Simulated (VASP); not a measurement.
# Ti (P6_3/mmc) in VASP: notebook

Runs on Ti. Level: PBE. Tasks: relaxation of the atoms.

All numbers are computed with VASP 6.6.1; they aren't measurements. Logs are shortened: lines on timing, memory, paths and dates and some standing lists are left out, and cuts for length are marked.

## (1) The cell of the first run

It takes space group P6_3/mmc (No. 194, hexagonal). Conventional cell: a = 2.950 Å, b = 2.950 Å, c = 4.545 Å, α = 90.00°, β = 90.00°, γ = 120.00°. Ti (site symmetry -6m2) has 12 Ti at 2.84 to 2.95 Å within 3.7 Å.

## (2) Relaxation of the atoms, PBE (z stretched by -3 %)

Input file INCAR:

```
SYSTEM = Ti
  PREC = Accurate
  ENCUT = 450
  EDIFF = 1E-7
  ISMEAR = -1
  SIGMA = 0.05
  LREAL = .FALSE.
  LASPH = .TRUE.
  NELM = 120
  ALGO = Normal
  ISIF = 2
  LWAVE = .FALSE.
  LCHARG = .FALSE.
  GGA = PE
  IBRION = 2
  NSW = 80
  EDIFFG = -0.02
  GGA_COMPAT = .FALSE.
  NELMIN = 4
```

Input file KPOINTS:

```
Automatic mesh
0
G
  18 18 10
  0 0 0
```

Input file POSCAR:

```
Ti
1.0
    2.9499978604      0.0000000000      0.0000000000
   -1.4749989302      2.5547730882      0.0000000000
    0.0000000000      0.0000000000      4.5454200000
Ti
2
Direct
    0.3333333333      0.6666666667      0.2500000000
    0.6666666667      0.3333333333      0.7500000000
```

Potentials or basis: VASP PAW PBE potentials, release 64 (Ti_sv).

The run is started by

```
$ cat potpaw_PBE.64/Ti_sv/POTCAR > POTCAR
$ mpirun -np 1 vasp_std > vasp.out
```

OUTCAR:

```text
SYSTEM = Ti
   PREC = Accurate
   ENCUT = 450
   EDIFF = 1E-7
   ISMEAR = -1
   LREAL = .FALSE.
   LASPH = .TRUE.
   NELM = 120
   ISIF = 2
   GGA = PE
   IBRION = 2
   NSW = 80
   EDIFFG = -0.02
   NELMIN = 4

 ion  position               nearest neighbor table
   1  0.333  0.667  0.250-   2 2.84   2 2.84   2 2.84   2 2.84   2 2.84   2 2.84
   2  0.667  0.333  0.750-   1 2.84   1 2.84   1 2.84   1 2.84   1 2.84   1 2.84

  LATTYP: Found a hexagonal cell.
 ALAT       =     2.9499978604
 C/A-ratio  =     1.5408214565

  Lattice vectors:

 A1 = (   2.9499978604,   0.0000000000,   0.0000000000)
 A2 = (  -1.4749989302,   2.5547730882,   0.0000000000)
 A3 = (   0.0000000000,   0.0000000000,   4.5454200000)

Analysis of symmetry for initial positions (statically):
=====================================================================
 Subroutine PRICEL returns:
 Original cell was already a primitive cell.

 Routine SETGRP: Setting up the symmetry group for a
 hexagonal supercell.

 Subroutine GETGRP returns: Found 24 space group operations
 (whereof 12 operations were pure point group operations)
 out of a pool of 24 trial point group operations.

The static configuration has the point symmetry D_3d.
 The point group associated with its full space group is D_6h.

Analysis of symmetry for dynamics (positions and initial velocities):
=====================================================================
 Subroutine PRICEL returns:
 Original cell was already a primitive cell.

 Routine SETGRP: Setting up the symmetry group for a
 hexagonal supercell.

 Subroutine GETGRP returns: Found 24 space group operations
 (whereof 12 operations were pure point group operations)
 out of a pool of 24 trial point group operations.

The dynamic configuration has the point symmetry D_3d.
 The point group associated with its full space group is D_6h.

 Subroutine INISYM returns: Found 24 space group operations
 (whereof 12 operations are pure point group operations),
 and found     1 'primitive' translations

----------------------------------------------------------------------------------------

                                     Primitive cell

  volume of cell :      34.2569

  direct lattice vectors                    reciprocal lattice vectors
     2.949997860  0.000000000  0.000000000     0.338983297  0.195712098  0.000000000
    -1.474998930  2.554773088  0.000000000     0.000000000  0.391424195  0.000000000
     0.000000000  0.000000000  4.545420000     0.000000000  0.000000000  0.220001672

  length of vectors
     2.949997860  2.949997860  4.545420000     0.391424195  0.391424195  0.220001672

  position of ions in fractional coordinates (direct lattice)
     0.333333333  0.666666667  0.250000000
     0.666666667  0.333333333  0.750000000

  ion indices of the primitive-cell ions
   primitive index   ion index
                 1           1
                 2           2

----------------------------------------------------------------------------------------

 KPOINTS: Automatic mesh

Automatic generation of k-mesh.
 Grid dimensions read from file:
 generate k-points for:   18   18   10

 Generating k-lattice:

  Cartesian coordinates                     Fractional coordinates (reciprocal lattice)
     0.018832405  0.010872894  0.000000000     0.055555556 -0.000000000  0.000000000
     0.000000000  0.021745789  0.000000000     0.000000000  0.055555556  0.000000000
     0.000000000  0.000000000  0.022000167     0.000000000  0.000000000  0.100000000

  Length of vectors
     0.021745789  0.021745789  0.022000167

  Shift w.r.t. Gamma in fractional coordinates (k-lattice)
     0.000000000  0.000000000  0.000000000

 Subroutine IBZKPT returns following result:
 ===========================================

 Found    222 irreducible k-points:

 Following reciprocal coordinates:
            Coordinates               Weight
  0.000000  0.000000  0.000000      1.000000
  0.055556  0.000000  0.000000      6.000000
  0.111111  0.000000  0.000000      6.000000
  0.166667  0.000000  0.000000      6.000000
  0.222222  0.000000  0.000000      6.000000
  0.277778  0.000000  0.000000      6.000000
[... 16 lines left out ...]
  0.333333  0.111111  0.000000     12.000000
  0.388889  0.111111  0.000000     12.000000
 [... further k-points ...]
   k-points           NKPTS =    222   k-points in BZ     NKDIM =    222   number of bands    NBANDS=     16
   number of dos      NEDOS =    301   number of ions     NIONS =      2
   total plane-waves  NPLWV =  12800
   dimension x,y,z NGX =    20 NGY =   20 NGZ =   32
   dimension x,y,z NGXF=    40 NGYF=   40 NGZF=   64
   ions per type =               2
   NGX,Y,Z   is equivalent  to a cutoff of  11.27, 11.27, 11.70 a.u.
   NGXF,Y,Z  is equivalent  to a cutoff of  22.54, 22.54, 23.41 a.u.
 SYSTEM =  Ti
   PREC   = accura    normal or accurate (medium, high low for compatibility)
   ISTART =      0    job   : 0-new  1-cont  2-samecut
   ICHARG =      2    charge: 1-file 2-atom 10-const
   ISPIN  =      1    spin polarized calculation?
   LNONCOLLINEAR =      F non collinear calculations
   LSORBIT =      F    spin-orbit coupling
   LASPH  =      T    aspherical Exc in radial PAW
   ENCUT  =  450.0 eV  33.07 Ry    5.75 a.u.   5.10  5.10  7.86*2*pi/ulx,y,z
   NELM   =    120;   NELMIN=  4; NELMDL= -5     # of ELM steps
   EDIFF  = 0.1E-06   stopping-criterion for ELM
   LREAL  =      F    real-space projection
   EDIFFG = -.2E-01   stopping-criterion for IOM
   NSW    =     80    number of steps for IOM
   IBRION =      2    ionic relax: 0-MD 1-quasi-New 2-CG
   NFREE  =      1    steps in history (QN), initial steepest desc. (CG)
   ISIF   =      2    stress and relaxation
   ISYM   =      2    0-nonsym 1-usesym 2-fastsym
   POTIM  = 0.5000    time-step for ionic-motion
   TEBEG  =    0.0;   TEEND  =   0.0 temperature during run
   PSTRESS=    0.0 pullay stress
   NELECT =      24.0000    total number of electrons
   NUPDOWN=      -1.0000    fix difference up-down
   EMIN   =  10.00;   EMAX   =-10.00  energy-range for DOS
   EFERMI =   0.00;   METHOD = LEGACY
   ISMEAR =    -1;   SIGMA  =   0.05  broadening in eV -4-tet -1-fermi 0-gaus
   EFERMI_NEDOS =   21; number of points for ismear=-14 and -15
   IALGO  =     38    algorithm
   IMIX   =      4    mixing-type and parameters
     AMIX     =   0.40;   BMIX     =  1.00
     AMIX_MAG =   1.60;   BMIX_MAG =  1.00
  volume/ion in A,a.u.               =      17.13       115.59
  Fermi-wavevector in a.u.,A,eV,Ry     =   1.453994  2.747650 28.764050  2.114098
  Thomas-Fermi vector in A             =   2.571196
   LORBIT       =      0    0 simple, 1 ext, 2 COOP (PROOUT), +10 PAW based schemes
   GGA     = PE    functional components
   LHFCALC =     F    Hartree Fock is set to
   AEXX    =    0.0000 exact exchange contribution
   IVDW    =     0    specifies the selected vdW correction
   LEPSILON=     F    determine dielectric tensor
   LRPA    =     F    only Hartree local field effects (RPA)
 conjugate gradient relaxation of ions
 non-spin polarized calculation
  energy-cutoff  :      450.00
  volume of cell :       34.26
 maximum number of plane-waves:       756
   NGX = 11   NGY = 11   NGZ = 15

 number of electron      23.9999988 magnetization

 Free energy of the ion-electron system (eV)
  ---------------------------------------------------
  ext. energy  EPLUGINS =         0.00000000
  ---------------------------------------------------
  free energy    TOTEN  =       -15.66766755 eV

  energy without entropy =      -15.65071489  energy(sigma->0) =      -15.65919122

 E-fermi :   8.4995     XC(G=0): -11.5623

 val. band max:        8.4908925060   @ k =   0.2778   0.2778   0.4000
 cond. band min:       8.5195708816   @ k =   0.0556   0.0556   0.2000
 fundamental gap:      0.0286783757
 Fermi energy:         8.4995073035

 k-point     1 :       0.0000    0.0000    0.0000
  band No.  band energies     occupation
      1     -48.3592      2.00000
      2     -48.1993      2.00000
      3     -24.9867      2.00000
      4     -24.3144      2.00000
      5     -24.3144      2.00000
      6     -24.2066      2.00000
[... 8 lines left out ...]
     15       9.7884      0.00000
     16       9.7884      0.00000

 k-point     2 :       0.0556    0.0000    0.0000
  band No.  band energies     occupation
      1     -48.3558      2.00000
      2     -48.1982      2.00000
      3     -24.9796      2.00000
      4     -24.3278      2.00000
      5     -24.3192      2.00000
      6     -24.2100      2.00000
[... 8 lines left out ...]
     15       9.7484      0.00000
     16       9.8420      0.00000

 k-point     3 :       0.1111    0.0000    0.0000
  band No.  band energies     occupation
      1     -48.3468      2.00000
      2     -48.1957      2.00000
      3     -24.9585      2.00000
      4     -24.3664      2.00000
      5     -24.3328      2.00000
      6     -24.2480      2.00000
[... 8 lines left out ...]
     15       9.8109      0.00000
     16       9.8575      0.00000

 k-point     4 :       0.1667    0.0000    0.0000
  band No.  band energies     occupation
      1     -48.3326      2.00000
      2     -48.1919      2.00000
      3     -24.9249      2.00000
      4     -24.4261      2.00000
      5     -24.3530      2.00000
      6     -24.3086      2.00000
[... 8 lines left out ...]
     15       9.7497      0.00000
     16       9.7615      0.00000
[... 324 lines left out ...]
 k-point    22 :       0.2778    0.1111    0.0000
  band No.  band energies     occupation
      1     -48.2688      2.00000
      2     -48.1824      2.00000
      3     -24.7579      2.00000
      4     -24.6455      2.00000
      5     -24.5500      2.00000
      6     -24.4259      2.00000
[... 8 lines left out ...]
     15       9.4429      0.00000
     16      10.9325      0.00000

 k-point    23 :       0.3333    0.1111    0.0000
  band No.  band energies     occupation
      1     -48.2511      2.00000
      2     -48.1831      2.00000
      3     -24.7049      2.00000
      4     -24.7035      2.00000
      5     -24.5836      2.00000
      6     -24.4577      2.00000
[... 8 lines left out ...]
     15       9.6168      0.00000
     16      11.3054      0.00000

 k-point    24 :       0.3889    0.1111    0.0000
  band No.  band energies     occupation
      1     -48.2378      2.00000
      2     -48.1853      2.00000
      3     -24.7413      2.00000
      4     -24.6620      2.00000
      5     -24.6055      2.00000
      6     -24.4783      2.00000
[... 8 lines left out ...]
     15       9.7762      0.00000
     16      11.6563      0.00000

 [... further k-points ...]

------------------------ aborting loop because EDIFF is reached ----------------------------------------

  FORCE on cell =-STRESS in cart. coord.  units (eV):
  Direction    XX          YY          ZZ          XY          YZ          ZX
  --------------------------------------------------------------------------------------
  -------------------------------------------------------------------------------------
  Total        0.0280739      0.0280739      0.6944464     -0.0000000     -0.0000000      0.0000000
  in kB        1.3130037      1.3130037     32.4788950     -0.0000000     -0.0000000      0.0000000
  external PRESSURE =      11.7016341 kB  Pullay stress =       0.0000000 kB

 VOLUME and BASIS-vectors are now :
 -----------------------------------------------------------------------------
  energy-cutoff  :      450.00
  volume of cell :       34.26
      direct lattice vectors                 reciprocal lattice vectors
     2.949997860  0.000000000  0.000000000     0.338983297  0.195712098  0.000000000
    -1.474998930  2.554773088  0.000000000     0.000000000  0.391424195  0.000000000
     0.000000000  0.000000000  4.545420000     0.000000000  0.000000000  0.220001672

 POSITION                                       TOTAL-FORCE (eV/Angst)
 -----------------------------------------------------------------------------------
     -0.00000      1.70318      1.13636        -0.000000      0.000000      0.000000
      1.47500      0.85159      3.40907         0.000000      0.000000      0.000000
 -----------------------------------------------------------------------------------
    total drift:                               -0.000000      0.000000     -0.000000

  FREE ENERGIE OF THE ION-ELECTRON SYSTEM (eV)
  ---------------------------------------------------
  free  energy   TOTEN  =       -15.6676675544 eV

  energy  without entropy=      -15.6507148897  energy(sigma->0) =      -15.65919122

 reached required accuracy - stopping structural energy minimisation
```

Wall time 53 s (1 thread of Intel Xeon Platinum 8488C (Sapphire Rapids), shared host); peak memory 0.2 GiB.

What came out:

```
Free energy             : -15.6677 eV
Pressure after relaxing : 1.2 GPa
Band gap on the k mesh  : zero (bands 12 and 13 overlap by 1.12 eV)
```

Stress tensor (GPa, compression positive):
```
0.13 0.00 0.00
0.00 0.13 0.00
0.00 0.00 3.25
```

Final structure:
```xyz
2
Lattice="2.9500 0.0000 0.0000 -1.4750 2.5548 0.0000 0.0000 0.0000 4.5454" Properties=species:S:1:pos:R:3 pbc="T T T"
Ti    0.0000    1.7032    1.1364
Ti    1.4750    0.8516    3.4091
```

Caveat: the cell differs from its parent crystal (z stretched by -3 %); the relaxation stopped at its first step, so nothing moved.

## (3) Relaxation of the atoms, PBE (18.01 Å³/atom)

This run uses another cell than the first one, of 18.01 Å³/atom.

INCAR is that of step 2.

Input file KPOINTS:

```
regular mesh
0
G
  18 18 10
  0 0 0
```

Input file POSCAR:

```
Ti
1.0
    2.9695348394      0.0000000000      0.0000000000
   -1.4847674197      2.5716926084      0.0000000000
    0.0000000000      0.0000000000      4.7170340170
Ti
2
Direct
    0.3333333333      0.6666666667      0.2500000000
    0.6666666667      0.3333333333      0.7500000000
```

Potentials or basis: VASP PAW PBE potentials, release 64 (Ti_sv).

The run is started by

```
$ cat potpaw_PBE.64/Ti_sv/POTCAR > POTCAR
$ mpirun -np 1 vasp_std > vasp.out
```

Wall time 72 s (1 thread of AMD EPYC 9R45 (Zen 5), shared host); peak memory 0.19 GiB.

Results (log left out):

```
Free energy             : -15.6600 eV
Pressure after relaxing : -4.2 GPa
Band gap on the k mesh  : zero (bands 12 and 13 overlap by 1.09 eV)
```

Stress tensor (GPa, compression positive):
```
-4.05  0.00  0.00
 0.00 -4.05  0.00
 0.00  0.00 -4.57
```

Final structure:
```
Ti
1.0
     2.96953    0.00000    0.00000
    -1.48477    2.57169    0.00000
     0.00000    0.00000    4.71703
Ti
2
Direct
  0.33333 0.66667 0.25000
  0.66667 0.33333 0.75000
```

Levels at points of the mesh, in eV from the Fermi level:
```csv
k point,band 10,band 11,band 12,band 13,band 14,band 15
"(0.00, 0.00, 0.00)",-2.61,0.65,0.75,0.75,0.84,1.22
"(0.50, 0.00, 0.00)",-2.06,-1.76,-0.65,0.48,0.58,1.11
"(0.00, 0.00, 0.50)",-4.32,0.07,0.07,0.67,0.67,0.67
"(0.50, 0.00, 0.50)",-2.45,-0.78,-0.78,1.23,1.23,1.66
```

Caveat: the relaxation stopped at its first step, so nothing moved.

## (4) Relaxation of the atoms, PBE (16.60 Å³/atom)

This run uses another cell than the first one, of 16.60 Å³/atom.

Input file INCAR:

```
SYSTEM = Ti
PREC = Accurate
ENCUT = 450
EDIFF = 1E-7
ISMEAR = -1
SIGMA = 0.05
LREAL = .FALSE.
LASPH = .TRUE.
NELM = 120
ALGO = Normal
ISIF = 2
LWAVE = .FALSE.
LCHARG = .FALSE.
GGA = PE
IBRION = 2
NSW = 80
EDIFFG = -0.02
GGA_COMPAT = .FALSE.
NELMIN = 4
```

Input file KPOINTS:

```
Automatic mesh
0
G
  18 18 10
  0 0 0
```

Input file POSCAR:

```
Ti
1.0
    2.8897769248      0.0000000000      0.0000000000
   -1.4448884624      2.5026202281      0.0000000000
    0.0000000000      0.0000000000      4.5903405054
Ti
2
Direct
    0.3333333333      0.6666666667      0.2500000000
    0.6666666667      0.3333333333      0.7500000000
```

The run is started by

```
$ cat potpaw_PBE.64/Ti_sv/POTCAR > POTCAR
$ mpirun -np 1 vasp_std > vasp.out
```

Wall time 1.7 min (1 thread of Intel Xeon Platinum 8259CL at 2.50GHz (Skylake/Cascade Lake), shared host); peak memory 0.19 GiB.

The run converged. Its results:

```yaml
Free_energy: -15.6508 eV
Pressure_after_relaxing: 4.9 GPa
Band_gap_on_the_k_mesh: zero (bands 12 and 13 overlap by 1.13 eV)
```

Stress tensor (GPa, compression positive):
```
5.04 0.00 0.00
0.00 5.04 0.00
0.00 0.00 4.72
```

Final structure:
```xyz
2
Lattice="2.8898 0.0000 0.0000 -1.4449 2.5026 0.0000 0.0000 0.0000 4.5903" Properties=species:S:1:pos:R:3 pbc="T T T"
Ti    0.0000    1.6684    1.1476
Ti    1.4449    0.8342    3.4428
```

Levels at points of the mesh, in eV from the Fermi level:
```csv
k point,band 8,band 9,band 10,band 11,band 12,band 13,band 14,band 15,band 16
"(0.00, 0.00, 0.00)",-32.58,-6.31,-2.81,0.80,0.80,0.87,0.90,1.33,1.33
"(0.50, 0.00, 0.00)",-32.66,-2.40,-2.29,-1.97,-0.57,0.50,0.66,1.23,3.54
"(0.00, 0.00, 0.50)",-32.63,-4.40,-4.40,0.07,0.07,0.70,0.70,0.70,0.70
"(0.50, 0.00, 0.50)",-32.76,-2.67,-2.67,-0.88,-0.88,1.45,1.45,1.82,1.82
```

Caveat: the relaxation stopped at its first step, so nothing moved.

## (5) Summary

```tsv
cell	gap on the mesh (eV)	pressure (GPa)
atoms relaxed from a = 2.950, b = 2.950, c = 4.545 Å, angles 90.0, 90.0, 120.0°, 2 atoms	none	1.2
atoms relaxed from a = 2.970, b = 2.970, c = 4.717 Å, angles 90.0, 90.0, 120.0°, 2 atoms	none	-4.2
atoms relaxed from a = 2.890, b = 2.890, c = 4.590 Å, angles 90.0, 90.0, 120.0°, 2 atoms	none	4.9
```

Alike in all rows: task relaxation of the atoms; level PBE; potentials or basis VASP PAW PBE potentials, release 64 (Ti_sv); no spin polarisation; k mesh 18 × 18 × 10; cutoff (eV) 450; smearing fermi-dirac 0.05 eV.

Caveats: the relaxation stopped at its first step, so nothing moved.

Total energies depend on the potentials used, so only differences within one code and one set of settings carry meaning.
